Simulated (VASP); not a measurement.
# Au (P6_3/mmc) in VASP: further runs

The runs below take Au through single point, with r2SCAN.

All numbers are computed with VASP 6.6.1; they aren't measurements. Logs are shortened: lines on timing, memory, paths and dates and some standing lists are left out, and cuts for length are marked.

### Step 1. The cell of the first run

The structure is hexagonal, space group P6_3/mmc (No. 194). Conventional cell: a = 3.035 Å, b = 3.035 Å, c = 4.865 Å, α = 90.00°, β = 90.00°, γ = 120.00°. Within 3.9 Å of Au (site symmetry -6m2) lie 12 Au at 3.00 to 3.03 Å.

### Step 2. Single point, r2SCAN (strain +0.050 along x and y, +0.000 along z)

File POSCAR:

```
Au
1.0
    3.0348072020      0.0000000000      0.0000000000
   -1.5174036010      2.6282201326      0.0000000000
    0.0000000000      0.0000000000      4.8647156952
Au
2
Direct
    0.3333333333      0.6666666667      0.7500000000
    0.6666666667      0.3333333333      0.2500000000
```

File INCAR.step1:

```
SYSTEM = Au
PREC     = Accurate       ! precision mode
ENCUT    = 520            ! plane-wave cutoff, eV
ISMEAR   = 0              ! smearing method
SIGMA    = 0.15           ! smearing width, eV
LREAL    = .FALSE.        ! projectors in reciprocal space
LASPH    = .TRUE.         ! aspherical terms in the spheres
NELM     = 60             ! most SCF steps
NBANDS   = 18             ! bands
GGA      = PE             ! functional
ALGO     = Normal         ! electronic algorithm
EDIFF    = 1E-4           ! SCF threshold, eV
LWAVE    = .TRUE.         ! write WAVECAR
LCHARG   = .FALSE.        ! write CHGCAR
```

File INCAR.step2:

```
SYSTEM = Au
PREC     = Accurate       ! precision mode
ENCUT    = 520            ! plane-wave cutoff, eV
EDIFF    = 1E-6           ! SCF threshold, eV
ISMEAR   = 0              ! smearing method
SIGMA    = 0.15           ! smearing width, eV
LREAL    = .FALSE.        ! projectors in reciprocal space
LASPH    = .TRUE.         ! aspherical terms in the spheres
NELM     = 60             ! most SCF steps
ALGO     = Normal         ! electronic algorithm
ISIF     = 2              ! what is computed and relaxed
LWAVE    = .FALSE.        ! write WAVECAR
LCHARG   = .FALSE.        ! write CHGCAR
METAGGA  = R2SCAN         ! meta-GGA
LMIXTAU  = .TRUE.       
NBANDS   = 18             ! bands
ISTART   = 1
```

File KPOINTS:

```
regular mesh
0
G
  24 24 12
  0 0 0
```

Potentials or basis: VASP PAW PBE potentials, release 64 (Au).

Started as:

```bash
$ cat potpaw_PBE.64/Au/POTCAR > POTCAR
$ cp INCAR.step1 INCAR
$ mpirun -np 1 vasp_std > vasp.out
$ cp INCAR.step2 INCAR
$ mpirun -np 1 vasp_std > vasp.out
```

OUTCAR:

```text
SYSTEM = Au
   PREC = Accurate
   ENCUT = 520
   EDIFF = 1E-6
   ISMEAR = 0
   LREAL = .FALSE.
   LASPH = .TRUE.
   NELM = 60
   ISIF = 2
   METAGGA = R2SCAN
   ISTART = 1

 ion  position               nearest neighbor table
   1  0.333  0.667  0.750-   2 3.00   2 3.00   2 3.00   2 3.00   2 3.00   2 3.00
   2  0.667  0.333  0.250-   1 3.00   1 3.00   1 3.00   1 3.00   1 3.00   1 3.00

  LATTYP: Found a hexagonal cell.
 ALAT       =     3.0348072020
 C/A-ratio  =     1.6029735569

  Lattice vectors:

 A1 = (   3.0348072020,   0.0000000000,   0.0000000000)
 A2 = (  -1.5174036010,   2.6282201326,   0.0000000000)
 A3 = (   0.0000000000,   0.0000000000,   4.8647156952)

Analysis of symmetry for initial positions (statically):
=====================================================================
 Subroutine PRICEL returns:
 Original cell was already a primitive cell.

 Routine SETGRP: Setting up the symmetry group for a
 hexagonal supercell.

 Subroutine GETGRP returns: Found 24 space group operations
 (whereof 12 operations were pure point group operations)
 out of a pool of 24 trial point group operations.

The static configuration has the point symmetry D_3d.
 The point group associated with its full space group is D_6h.

Analysis of symmetry for dynamics (positions and initial velocities):
=====================================================================
 Subroutine PRICEL returns:
 Original cell was already a primitive cell.

 Routine SETGRP: Setting up the symmetry group for a
 hexagonal supercell.

 Subroutine GETGRP returns: Found 24 space group operations
 (whereof 12 operations were pure point group operations)
 out of a pool of 24 trial point group operations.

The dynamic configuration has the point symmetry D_3d.
 The point group associated with its full space group is D_6h.

 Subroutine INISYM returns: Found 24 space group operations
 (whereof 12 operations are pure point group operations),
 and found     1 'primitive' translations

----------------------------------------------------------------------------------------

                                     Primitive cell

  volume of cell :      38.8017

  direct lattice vectors                    reciprocal lattice vectors
     3.034807202  0.000000000  0.000000000     0.329510224  0.190242816  0.000000000
    -1.517403601  2.628220133  0.000000000     0.000000000  0.380485633  0.000000000
     0.000000000  0.000000000  4.864715695     0.000000000  0.000000000  0.205561859

  length of vectors
[... 76 lines left out ...]
   ISPIN  =      1    spin polarized calculation?
   LNONCOLLINEAR =      F non collinear calculations
   LSORBIT =      F    spin-orbit coupling
   LASPH  =      T    aspherical Exc in radial PAW
   ENCUT  =  520.0 eV  38.22 Ry    6.18 a.u.   5.64  5.64  9.05*2*pi/ulx,y,z
   NELM   =     60;   NELMIN=  2; NELMDL=  0     # of ELM steps
   EDIFF  = 0.1E-05   stopping-criterion for ELM
   LREAL  =      F    real-space projection
   EDIFFG = 0.1E-04   stopping-criterion for IOM
   NSW    =      0    number of steps for IOM
   IBRION =     -1    ionic relax: 0-MD 1-quasi-New 2-CG
   NFREE  =      0    steps in history (QN), initial steepest desc. (CG)
   ISIF   =      2    stress and relaxation
   ISYM   =      2    0-nonsym 1-usesym 2-fastsym
   POTIM  = 0.5000    time-step for ionic-motion
   TEBEG  =    0.0;   TEEND  =   0.0 temperature during run
   PSTRESS=    0.0 pullay stress
   NELECT =      22.0000    total number of electrons
   NUPDOWN=      -1.0000    fix difference up-down
   EMIN   =  10.00;   EMAX   =-10.00  energy-range for DOS
   EFERMI =   0.00;   METHOD = LEGACY
   ISMEAR =     0;   SIGMA  =   0.15  broadening in eV -4-tet -1-fermi 0-gaus
   EFERMI_NEDOS =   21; number of points for ismear=-14 and -15
   IALGO  =     38    algorithm
   IMIX   =      4    mixing-type and parameters
     AMIX     =   0.40;   BMIX     =  1.00
     AMIX_MAG =   1.60;   BMIX_MAG =  1.00
  volume/ion in A,a.u.               =      19.40       130.92
  Fermi-wavevector in a.u.,A,eV,Ry     =   1.354978  2.560537 24.979831  1.835966
  Thomas-Fermi vector in A             =   2.482104
   LORBIT       =      0    0 simple, 1 ext, 2 COOP (PROOUT), +10 PAW based schemes
   METAGGA = R2SCAN    functional components
   LHFCALC =     F    Hartree Fock is set to
   AEXX    =    0.0000 exact exchange contribution
   IVDW    =     0    specifies the selected vdW correction
   LEPSILON=     F    determine dielectric tensor
   LRPA    =     F    only Hartree local field effects (RPA)
 non-spin polarized calculation
 Gauss-broadening in eV      SIGMA  =   0.15
  energy-cutoff  :      520.00
  volume of cell :       38.80
 maximum number of plane-waves:      1087
 NGX is ok and might be reduce to    24
   NGX = 11   NGY = 11   NGZ = 19

 number of electron      22.0000002 magnetization

 Free energy of the ion-electron system (eV)
  ---------------------------------------------------
  ext. energy  EPLUGINS =         0.00000000
  ---------------------------------------------------
  free energy    TOTEN  =      -101.03345096 eV

  energy without entropy =     -101.02641359  energy(sigma->0) =     -101.02993227

 E-fermi :   7.3348     XC(G=0): -12.7183

 val. band max:        7.3271291110   @ k =   0.2500   0.1667   0.4167
 cond. band min:       7.3444442206   @ k =   0.2917   0.1250   0.4167
 fundamental gap:      0.0173151095
 Fermi energy:         7.3347712650

 k-point     1 :       0.0000    0.0000    0.0000
  band No.  band energies     occupation
      1      -1.4161      2.00000
      2       0.9112      2.00000
      3       3.1152      2.00000
      4       3.1344      2.00000
      5       3.1344      2.00000
      6       3.4296      2.00000
[... 481 lines left out ...]
      5       3.4323      2.00000
      6       3.6460      2.00000
[... 10 lines left out ...]
     17      19.0445      0.00000
     18      22.5129      0.00000

 [... further k-points ...]
[... 5 lines left out ...]
  --------------------------------------------------------------------------------------
  -------------------------------------------------------------------------------------
  Total       -2.8200623     -2.8200623     -2.3441860      0.0000000     -0.0000000      0.0000000
  in kB     -116.4445009   -116.4445009    -96.7948698      0.0000000     -0.0000000      0.0000000
  external PRESSURE =    -109.8946239 kB  Pullay stress =       0.0000000 kB

 VOLUME and BASIS-vectors are now :
 -----------------------------------------------------------------------------
  energy-cutoff  :      520.00
  volume of cell :       38.80
      direct lattice vectors                 reciprocal lattice vectors
     3.034807202  0.000000000  0.000000000     0.329510224  0.190242816  0.000000000
    -1.517403601  2.628220133  0.000000000     0.000000000  0.380485633  0.000000000
     0.000000000  0.000000000  4.864715695     0.000000000  0.000000000  0.205561859

 POSITION                                       TOTAL-FORCE (eV/Angst)
 -----------------------------------------------------------------------------------
     -0.00000      1.75215      3.64854         0.000000      0.000000      0.000000
      1.51740      0.87607      1.21618        -0.000000      0.000000      0.000000
 -----------------------------------------------------------------------------------
    total drift:                               -0.000000      0.000000     -0.000000

  FREE ENERGIE OF THE ION-ELECTRON SYSTEM (eV)
  ---------------------------------------------------
  free  energy   TOTEN  =      -101.0334509619 eV

  energy  without entropy=     -101.0264135869  energy(sigma->0) =     -101.02993227
```

OUTCAR.step1:

```text
SYSTEM = Au
   PREC = Accurate
   ENCUT = 520
   ISMEAR = 0
   LREAL = .FALSE.
   LASPH = .TRUE.
[... 729 lines left out ...]
     -0.00000      1.75215      3.64854        -0.000000     -0.000000      0.000000
      1.51740      0.87607      1.21618         0.000000      0.000000      0.000000
 -----------------------------------------------------------------------------------
    total drift:                               -0.000000      0.000000     -0.000000

  FREE ENERGIE OF THE ION-ELECTRON SYSTEM (eV)
  ---------------------------------------------------
  free  energy   TOTEN  =        -6.3428596924 eV

  energy  without entropy=       -6.3352756874  energy(sigma->0) =       -6.33906769
```

Run time: 16 min. Hardware: 1 thread of Oxide Virtual Turin-like, shared host; peak memory 0.32 GiB.

Results:

```
Free energy            : -101.0335 eV
Pressure               : -11.0 GPa
Band gap on the k mesh : zero (band 11 reaches 11.02 eV, above the bottom of band 12 at 4.67 eV)
```

Stress tensor (GPa, compression positive):
```
-11.64   0.00   0.00
  0.00 -11.64   0.00
  0.00   0.00  -9.68
```

Levels at points of the mesh, in eV from the Fermi level:
```
           k point  band 7  band 8  band 9  band 10  band 11  band 12  band 13  band 14  band 15  band 16
(0.00, 0.00, 0.00)   -3.91   -3.60   -3.60    -2.27    -2.27    -0.09     2.70    15.12    17.17    17.17
(0.50, 0.00, 0.00)   -3.36   -2.17   -1.99    -1.97     0.25     1.04     6.06     7.00     7.41     9.88
(0.00, 0.00, 0.50)   -4.27   -4.27   -2.66    -2.66    -2.66    -2.66    11.25    11.25    15.32    15.32
(0.50, 0.00, 0.50)   -2.37   -2.37   -2.04    -2.04     0.81     0.81     3.34     3.34    13.08    13.08
```

Caveat: the cell differs from its parent crystal (strain +0.050 along x and y, +0.000 along z); the PAW data sets were made with another functional, which shifts forces and pressure a little; spin-orbit coupling is left out, which moves the levels of the heavy elements.

(Part 1 of 2 ends here.)
